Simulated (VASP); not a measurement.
# Al31ZnO48 (a cell with a defect) in VASP: further runs

The runs below take Al31ZnO48 (a cell with a defect) through single point, with PBE.

Program: VASP 6.6.1. These are calculated values, not measurements. Logs are shortened: lines on timing, memory, paths and dates and some standing lists are left out, and cuts for length are marked.

### Step 1. The cell of the first run

The cell holds a defect, 80 atoms: a = 10.361 Å, b = 10.361 Å, c = 10.361 Å, α = 55.29°, β = 55.29°, γ = 55.29°.

### Step 2. Single point, PBE

INCAR reads:

```
SYSTEM = Al31ZnO48
  PREC = Accurate
  ENCUT = 520
  EDIFF = 1E-6
  ISMEAR = 0
  SIGMA = 0.01
  LREAL = Auto
  LASPH = .True.
  NELM = 120
  ALGO = Normal
  ISIF = 2
  LWAVE = .False.
  LCHARG = .False.
  GGA = PE
  NBANDS = 242
  NELECT = 394.0
  GGA_COMPAT = .False.
```

KPOINTS reads:

```
regular mesh
0
Gamma
  1 1 1
  0 0 0
```

POSCAR reads:

```
Al31ZnO48
1.0
    4.8078835219      2.7758328473      8.7484141895
   -4.8078835219      2.7758328473      8.7484141895
    0.0000000000     -5.5516656895      8.7484141911
Al Zn O
31 1 48
Direct
    0.3267700850      0.3272578817      0.3275318620
    0.0733263730      0.0738095466      0.0740822961
    0.1753192853      0.1757994566      0.1760745562
    0.3222491997      0.3231602522      0.8262391185
    0.4240508739      0.4267299403      0.9274775725
    0.0749884655      0.0731706880      0.5740594818
    0.1756680731      0.1751489292      0.6760204331
    0.3226729838      0.8259604038      0.3230018577
    0.4262422491      0.9271980527      0.4248080400
    0.0726899734      0.5737820019      0.0757464981
    0.1746636651      0.6757529102      0.1764212407
    0.3233765269      0.8235570606      0.8242897770
    0.4266347400      0.9256382159      0.9251206271
    0.0762906304      0.5715930870      0.5725600355
    0.1739643970      0.6745746521      0.6786065790
    0.8254833016      0.3227254696      0.3234376353
    0.9267123379      0.4245372718      0.4270062418
    0.5732993683      0.0754684383      0.0734442620
    0.6752581873      0.1761418138      0.1754315922
    0.8235320852      0.3238527155      0.8238413672
    0.9243522716      0.4271207153      0.9259259260
    0.5718060072      0.0767626836      0.5718824765
    0.6778582517      0.1744446413      0.6748433307
    0.8230703949      0.8240120893      0.3241384596
    0.9251585098      0.9248411112      0.4273946164
    0.5711098734      0.5722805721      0.0770569398
    0.6740889997      0.6783326687      0.1747255601
    0.8230451549      0.8235256265      0.8238101828
    0.9252657020      0.9257534094      0.9260257684
    0.5730546265      0.5735349769      0.5738184357
    0.6756798477      0.6761578109      0.6764392703
    0.4324541986      0.4329169231      0.4332219305
    0.2214574692      0.0279031251      0.3745578880
    0.4713772088      0.1255161711      0.2770892713
    0.0274186136      0.3742830242      0.2222190977
    0.3738063213      0.2219401613      0.0281707520
    0.1250259046      0.2768127486      0.4721461391
    0.2763324358      0.4718610098      0.1257895723
    0.2206609807      0.0277564567      0.8755232622
    0.4705469445      0.1253126807      0.7781990271
    0.0265413026      0.3741935333      0.7227357943
    0.3739645001      0.2108525964      0.5309735071
    0.1226476052      0.2781814725      0.9738296260
    0.2625012039      0.4747182827      0.6413263443
    0.2103710424      0.5307051549      0.3747083419
    0.4742391584      0.6410404117      0.2632673507
    0.0272732237      0.8752533357      0.2214125807
    0.3737140025      0.7224528682      0.0273000740
    0.1248341235      0.7779216915      0.4713052177
    0.2776965199      0.9735490389      0.1234072628
    0.2203523819      0.5291867408      0.8780865470
    0.4712972566      0.6246304622      0.7782296215
    0.0278396372      0.8744949460      0.7222700174
    0.3744683323      0.7208055454      0.5276962878
    0.1236179309      0.7788750604      0.9722848121
    0.2767462513      0.9679976249      0.6261967523
    0.7219675390      0.0270138380      0.3744844915
    0.9730606945      0.1231299123      0.2784605546
    0.5302179449      0.3744370709      0.2111301007
    0.8747602555      0.2211382572      0.0280387995
    0.6405675795      0.2629766487      0.4750030785
    0.7774373051      0.4710299085      0.1255999571
    0.7215175562      0.0283212957      0.8747669856
    0.9715312328      0.1240960859      0.7791489149
    0.5269468722      0.3749456002      0.7210831962
    0.8773310151      0.2208305221      0.5294629023
    0.6254432667      0.2772239918      0.9682767363
    0.7774702846      0.4717791376      0.6249145657
    0.7203311751      0.5274239914      0.3752272128
    0.9675212469      0.6259262630      0.2774993682
    0.5287027689      0.8778095320      0.2211055820
    0.8740119828      0.7219948132      0.0285971045
    0.6241490140      0.7779496878      0.4720584152
    0.7783883337      0.9720090368      0.1243770564
    0.7207121798      0.5280817038      0.8750243608
    0.9666666395      0.6264809296      0.7808567002
    0.5276009351      0.8747379118      0.7214754219
    0.8742650855      0.7211921695      0.5283576491
    0.6259903759      0.7805780904      0.9674335646
    0.7800926559      0.9671503998      0.6267551034
```

Potentials or basis: VASP PAW PBE potentials, release 64 (Al, Zn, O).

Run with:

```bash
> cat potpaw_PBE.64/Al/POTCAR potpaw_PBE.64/Zn/POTCAR potpaw_PBE.64/O/POTCAR > POTCAR
> mpirun -np 1 vasp_gam > vasp.out
```

OUTCAR:

```text
SYSTEM = Al31ZnO48
   PREC = Accurate
   ENCUT = 520
   EDIFF = 1E-6
   ISMEAR = 0
   LREAL = Auto
   LASPH = .True.
   NELM = 120
   ISIF = 2
   GGA = PE
   NELECT = 394.0

 ion  position               nearest neighbor table
   1  0.327  0.327  0.328-  38 1.92  34 1.92  37 1.92  45 1.93  59 1.93  42 1.93  32 2.77   7 2.80
                            19 2.80  11 2.80   5 3.29  17 3.29   9 3.29
   2  0.073  0.074  0.074-  47 1.87  39 1.87  60 1.87  50 1.99  43 1.99  58 1.99   3 2.68  13 2.83
                            21 2.83  25 2.83  11 3.25   7 3.25  19 3.25
   3  0.175  0.176  0.176-  33 1.87  35 1.87  36 1.87  43 1.98  50 1.98  58 1.98   2 2.68   4 2.80
                            16 2.80   8 2.80  18 3.26  10 3.26   6 3.26
   4  0.322  0.323  0.826-  44 1.83  40 1.87  43 1.88  36 1.97  65 1.99  51 2.01   5 2.68   3 2.80
                            15 2.81  23 2.85  32 3.18  13 3.25  21 3.25
   5  0.424  0.427  0.927-  38 1.87  52 1.87  67 1.87  51 1.98  36 2.00  65 2.01   4 2.68  18 2.81
                            10 2.81  30 2.83  12 3.24  20 3.26   1 3.29
   6  0.075  0.073  0.574-  66 1.86  33 1.88  53 1.88  56 1.97  37 1.98  64 2.00   7 2.66   9 2.81
                            17 2.81  29 2.82  23 3.25   3 3.26  15 3.26
   7  0.176  0.175  0.676-  42 1.83  39 1.87  41 1.88  37 1.99  64 1.99  56 2.01   6 2.66   1 2.80
                            12 2.82  20 2.82  22 3.24  14 3.24   2 3.25
   8  0.323  0.826  0.323-  46 1.83  49 1.87  50 1.88  33 1.97  54 1.99  71 2.01   9 2.68   3 2.80
                            27 2.81  15 2.85  32 3.18  25 3.25  13 3.25
   9  0.426  0.927  0.425-  34 1.87  73 1.87  56 1.87  71 1.98  33 2.00  54 2.01   8 2.68   6 2.81
[... 93 lines left out ...]
  79  0.626  0.781  0.967-  28 1.84  13 1.86  27 2.00  26 2.04
  80  0.780  0.967  0.627-  28 1.84  25 1.86  23 2.00  22 2.04

  LATTYP: Found a trigonal (rhomboedric) cell.
 ALAT       =    10.3612616407
 COS(alpha) =     0.5693617619

  Lattice vectors:

 A1 = (   4.8078835219,   2.7758328473,   8.7484141895)
 A2 = (  -4.8078835219,   2.7758328473,   8.7484141895)
 A3 = (   0.0000000000,  -5.5516656895,   8.7484141911)

Analysis of symmetry for initial positions (statically):
=====================================================================
 Subroutine PRICEL returns:
 Original cell was already a primitive cell.

 Routine SETGRP: Setting up the symmetry group for a
 trigonal (rhombohedral) supercell.

 Subroutine GETGRP returns: Found  1 space group operations
 (whereof  1 operations were pure point group operations)
 out of a pool of 12 trial point group operations.

The static configuration has the point symmetry C_1 .

Analysis of symmetry for dynamics (positions and initial velocities):
=====================================================================
 Subroutine PRICEL returns:
 Original cell was already a primitive cell.

 Routine SETGRP: Setting up the symmetry group for a
 trigonal (rhombohedral) supercell.

 Subroutine GETGRP returns: Found  1 space group operations
 (whereof  1 operations were pure point group operations)
 out of a pool of 12 trial point group operations.

The dynamic configuration has the point symmetry C_1 .

 Subroutine INISYM returns: Found  1 space group operations
 (whereof  1 operations are pure point group operations),
 and found     1 'primitive' translations

----------------------------------------------------------------------------------------

                                     Primitive cell

  volume of cell :     700.5318

  direct lattice vectors                    reciprocal lattice vectors
     4.807883522  2.775832847  8.748414190     0.103995864  0.060042040  0.038102144
    -4.807883522  2.775832847  8.748414190    -0.103995864  0.060042040  0.038102144
     0.000000000 -5.551665690  8.748414191     0.000000000 -0.120084080  0.038102144

  length of vectors
    10.361261641 10.361261641 10.361261641     0.125983966  0.125983966  0.125983966
[... 191 lines left out ...]

 Following reciprocal coordinates:
            Coordinates               Weight
  0.000000  0.000000  0.000000      1.000000
   k-points           NKPTS =      1   k-points in BZ     NKDIM =      1   number of bands    NBANDS=    242
   number of dos      NEDOS =    301   number of ions     NIONS =     80
   total plane-waves  NPLWV = 512000
   dimension x,y,z NGX =    80 NGY =   80 NGZ =   80
   dimension x,y,z NGXF=   160 NGYF=  160 NGZF=  160
   ions per type =              31   1  48
   NGX,Y,Z   is equivalent  to a cutoff of  12.84, 12.84, 12.84 a.u.
   NGXF,Y,Z  is equivalent  to a cutoff of  25.67, 25.67, 25.67 a.u.
 SYSTEM =  Al31ZnO48
   PREC   = accura    normal or accurate (medium, high low for compatibility)
   ISTART =      0    job   : 0-new  1-cont  2-samecut
   ICHARG =      2    charge: 1-file 2-atom 10-const
   ISPIN  =      1    spin polarized calculation?
   LNONCOLLINEAR =      F non collinear calculations
   LSORBIT =      F    spin-orbit coupling
   LASPH  =      T    aspherical Exc in radial PAW
   ENCUT  =  520.0 eV  38.22 Ry    6.18 a.u.  19.27 19.27 19.27*2*pi/ulx,y,z
   NELM   =    120;   NELMIN=  2; NELMDL= -5     # of ELM steps
   EDIFF  = 0.1E-05   stopping-criterion for ELM
   LREAL  =      T    real-space projection
   EDIFFG = 0.1E-04   stopping-criterion for IOM
   NSW    =      0    number of steps for IOM
   IBRION =     -1    ionic relax: 0-MD 1-quasi-New 2-CG
   NFREE  =      0    steps in history (QN), initial steepest desc. (CG)
   ISIF   =      2    stress and relaxation
   ISYM   =      2    0-nonsym 1-usesym 2-fastsym
   POTIM  = 0.5000    time-step for ionic-motion
   TEBEG  =    0.0;   TEEND  =   0.0 temperature during run
   PSTRESS=    0.0 pullay stress
   NELECT =     394.0000    total number of electrons
   NUPDOWN=      -1.0000    fix difference up-down
   EMIN   =  10.00;   EMAX   =-10.00  energy-range for DOS
   EFERMI =   0.00;   METHOD = LEGACY
   ISMEAR =     0;   SIGMA  =   0.01  broadening in eV -4-tet -1-fermi 0-gaus
   EFERMI_NEDOS =   21; number of points for ismear=-14 and -15
   IALGO  =     38    algorithm
   IMIX   =      4    mixing-type and parameters
     AMIX     =   0.40;   BMIX     =  1.00
     AMIX_MAG =   1.60;   BMIX_MAG =  1.00
  volume/ion in A,a.u.               =       8.76        59.09
  Fermi-wavevector in a.u.,A,eV,Ry     =   1.351339  2.553660 24.845829  1.826117
  Thomas-Fermi vector in A             =   2.478769
   LORBIT       =      0    0 simple, 1 ext, 2 COOP (PROOUT), +10 PAW based schemes
   GGA     = PE    functional components
   LHFCALC =     F    Hartree Fock is set to
   AEXX    =    0.0000 exact exchange contribution
   IVDW    =     0    specifies the selected vdW correction
   LEPSILON=     F    determine dielectric tensor
   LRPA    =     F    only Hartree local field effects (RPA)
 non-spin polarized calculation
 Gauss-broadening in eV      SIGMA  =   0.01
  energy-cutoff  :      520.00
  volume of cell :      700.53
 maximum number of plane-waves:      9404
 NGX is ok and might be reduce to    80
   NGX = 39   NGY = 39   NGZ = 39

 number of electron     394.0000014 magnetization

 Free energy of the ion-electron system (eV)
  ---------------------------------------------------
  ext. energy  EPLUGINS =         0.00000000
  ---------------------------------------------------
  free energy    TOTEN  =      -583.13692644 eV

  energy without entropy =     -583.13692644  energy(sigma->0) =     -583.13692644

 E-fermi :   6.3204     XC(G=0): -11.5810

 val. band max:        6.2714761477   @ k =   0.0000   0.0000   0.0000
 cond. band min:      11.5196912887   @ k =   0.0000   0.0000   0.0000
 fundamental gap:      5.2482151409
 Fermi energy:         6.3204103213

 k-point     1 :       0.0000    0.0000    0.0000
  band No.  band energies     occupation
      1     -13.3447      2.00000
      2     -12.4179      2.00000
      3     -12.3934      2.00000
      4     -12.2874      2.00000
      5     -12.2803      2.00000
      6     -12.2803      2.00000
[... 201 lines left out ...]
    208      14.9775      0.00000
    209      15.0333      0.00000
 [bands above 209 left out]

------------------------ aborting loop because EDIFF is reached ----------------------------------------

  FORCE on cell =-STRESS in cart. coord.  units (eV):
  Direction    XX          YY          ZZ          XY          YZ          ZX
  --------------------------------------------------------------------------------------
  -------------------------------------------------------------------------------------
  Total       19.3848612     19.3828750     17.0308250      0.0057016     -0.0011071     -0.0006407
  in kB       44.3348705     44.3303277     38.9509841      0.0130400     -0.0025321     -0.0014654
  external PRESSURE =      42.5387274 kB  Pullay stress =       0.0000000 kB

 VOLUME and BASIS-vectors are now :
 -----------------------------------------------------------------------------
  energy-cutoff  :      520.00
  volume of cell :      700.53
      direct lattice vectors                 reciprocal lattice vectors
     4.807883522  2.775832847  8.748414190     0.103995864  0.060042040  0.038102144
    -4.807883522  2.775832847  8.748414190    -0.103995864  0.060042040  0.038102144
     0.000000000 -5.551665690  8.748414191     0.000000000 -0.120084080  0.038102144

 POSITION                                       TOTAL-FORCE (eV/Angst)
 -----------------------------------------------------------------------------------
     -0.00235     -0.00288      8.58709         0.001755      0.001962     -0.000628
     -0.00232     -0.00286      1.93531        -0.001182     -0.001863     -0.007828
     -0.00231     -0.00286      4.61211         0.000797      0.001647      0.008582
     -0.00438     -2.79545     12.87459         0.001904      0.001227     -0.010393
     -0.01288     -2.78742     15.55694         0.003883      0.003545      0.007465
      0.00874     -2.77572      6.31827         0.002478      0.002173     -0.008388
[... 72 lines left out ...]
     -0.74324     -1.46647     20.76875        -0.001133      0.001068      0.000623
     -0.89935      1.37052     20.76872         0.002109      0.002195      0.000270
 -----------------------------------------------------------------------------------
    total drift:                               -0.004537     -0.001214     -0.009032

  FREE ENERGIE OF THE ION-ELECTRON SYSTEM (eV)
  ---------------------------------------------------
  free  energy   TOTEN  =      -583.1369264418 eV

  energy  without entropy=     -583.1369264418  energy(sigma->0) =     -583.13692644
```

Run time: 9.7 min. Hardware: 1 thread of Intel Xeon Platinum 8488C (Sapphire Rapids), shared host; peak memory 0.95 GiB.

What came out:

- Free energy: -583.1369 eV
- Largest force: 0.058 eV/Å

Forces in eV/Å, atoms in the order of the input:
```
Al   0.002  0.002 -0.001
Al  -0.001 -0.002 -0.008
Al   0.001  0.002  0.009
Al   0.002  0.001 -0.010
Al   0.004  0.004  0.007
Al   0.002  0.002 -0.008
Al  -0.003  0.003  0.012
Al   0.001 -0.003 -0.010
Al   0.002 -0.002  0.007
Al  -0.001 -0.003 -0.009
Al   0.004  0.002  0.011
Al   0.001  0.000 -0.007
Al  -0.002 -0.004  0.008
Al   0.007  0.003 -0.003
Al   0.001  0.001  0.008
Al  -0.002  0.003 -0.010
Al  -0.002  0.000  0.008
Al  -0.003  0.001 -0.009
Al   0.001 -0.003  0.012
Al  -0.003 -0.001 -0.008
Al   0.004  0.002  0.009
Al  -0.006  0.005 -0.004
Al  -0.002 -0.001  0.008
Al   0.000 -0.001 -0.007
Al  -0.002  0.002  0.009
Al  -0.002 -0.008 -0.003
Al   0.002  0.000  0.009
Al   0.000  0.001 -0.011
Al   0.002  0.002  0.013
Al  -0.001  0.001 -0.015
Al   0.000 -0.001  0.004
Zn  -0.001  0.001 -0.011
O   -0.003  0.002  0.003
O   -0.006 -0.001  0.002
O    0.002  0.004  0.003
O    0.001 -0.004  0.003
O    0.001  0.005  0.002
O    0.003 -0.004  0.001
O   -0.004 -0.002 -0.002
O   -0.005 -0.003  0.001
O   -0.002  0.001 -0.005
O    0.010 -0.013 -0.019
O   -0.003  0.001 -0.002
O   -0.031 -0.044  0.021
O   -0.016 -0.006 -0.017
O   -0.022  0.049  0.020
O    0.001  0.002 -0.002
O    0.002  0.001 -0.004
O   -0.002  0.004  0.000
O    0.002  0.001  0.000
O   -0.007 -0.002  0.005
O    0.002 -0.002 -0.003
O    0.001  0.000  0.001
O   -0.002 -0.001  0.001
O   -0.003  0.001 -0.003
O    0.002 -0.001 -0.002
O    0.001  0.000 -0.005
O    0.000 -0.003 -0.001
O    0.004  0.015 -0.018
O    0.003 -0.002 -0.001
O    0.053 -0.004  0.020
O    0.005  0.000 -0.001
O    0.001  0.000  0.000
O    0.002 -0.005 -0.001
O    0.001 -0.003  0.001
O    0.005 -0.005  0.006
O    0.001  0.002 -0.003
O    0.001  0.003 -0.004
O    0.000  0.001  0.002
O   -0.002  0.000 -0.003
O    0.001  0.006  0.006
O    0.000  0.000  0.001
O   -0.003  0.000 -0.003
O    0.002  0.003 -0.002
O   -0.004 -0.001  0.000
O    0.001 -0.001  0.000
O    0.002  0.002  0.000
O    0.001 -0.005 -0.001
O   -0.001  0.001  0.001
O    0.002  0.002  0.000
```

Caveat: the k points lie up to 0.79 Å⁻¹ apart; the cell carries a net charge on a neutralising background, which shifts energy and pressure; the cell is charged against a uniform background, so pressure and absolute levels hang on convention.

[end of part 1 of 4]
